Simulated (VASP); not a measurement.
Runs of VASP 6.6.1 on BeS. The structure is that of space group F-43m (No. 216), or close to it. The cells are those of the table. 

```tsv
task	level	cell	k mesh	cutoff (eV)	smearing	k mesh for the DOS	occupations for the DOS	ions in elastic constants	gap on the mesh (eV)	pressure (GPa)
single point	PBE	a = 3.448 Å, angles 60.0°, 2 atoms	8 × 8 × 8	520	gaussian 0.02 eV	-	-	-	3.15	0.0
single point	r2SCAN	a = 3.448 Å, angles 60.0°, 2 atoms	8 × 8 × 8	660	gaussian 0.02 eV	-	-	-	3.61	-0.2
relaxation of cell and atoms	PBE	relaxed from a = 3.448 Å, angles 60.0°, 2 atoms	6 × 6 × 6	600	gaussian 0.1 eV	-	-	-	3.15	0.1
relaxation of cell and atoms	PBE	relaxed from a = 3.448 Å, angles 60.0°, 2 atoms	8 × 8 × 8	600	gaussian 0.02 eV	-	-	-	3.15	0.0
relaxation of cell and atoms	PBE	relaxed from a = 3.448 Å, angles 60.0°, 2 atoms	8 × 8 × 8	600	gaussian 0.01 eV	-	-	-	3.15	0.0
single point	PBE	a = 3.482 Å, angles 60.0°, 2 atoms	8 × 8 × 8	520	gaussian 0.02 eV	-	-	-	(c)	-2.6
single point	PBE	a = 3.341 Å, angles 60.0°, 2 atoms	8 × 8 × 8	600	gaussian 0.02 eV	-	-	-	2.92	10.5
single point	PBE	a = 3.559 Å, angles 60.0°, 2 atoms	8 × 8 × 8	520	gaussian 0.02 eV	-	-	-	(b)	(a)
single point	PBE	a = 3.516 Å, angles 60.0°, 2 atoms	8 × 8 × 8	520	gaussian 0.02 eV	-	-	-	3.26	-4.8
single point	PBE	a = 3.448 Å, angles 60.0°, 2 atoms	8 × 8 × 8	600	gaussian 0.01 eV	-	-	-	3.15	0.0
```

Alike in all rows: potentials or basis VASP PAW PBE potentials, release 64 (Be, S); no spin polarisation.

Fill in the values left out.

(a) -7.4; (b) 3.33; (c) 3.21.

Caveats: the relaxation stopped at its first step, so nothing moved (some runs); the PAW data sets were made with another functional, which shifts forces and pressure a little (some runs).

A k mesh can miss the band edges.
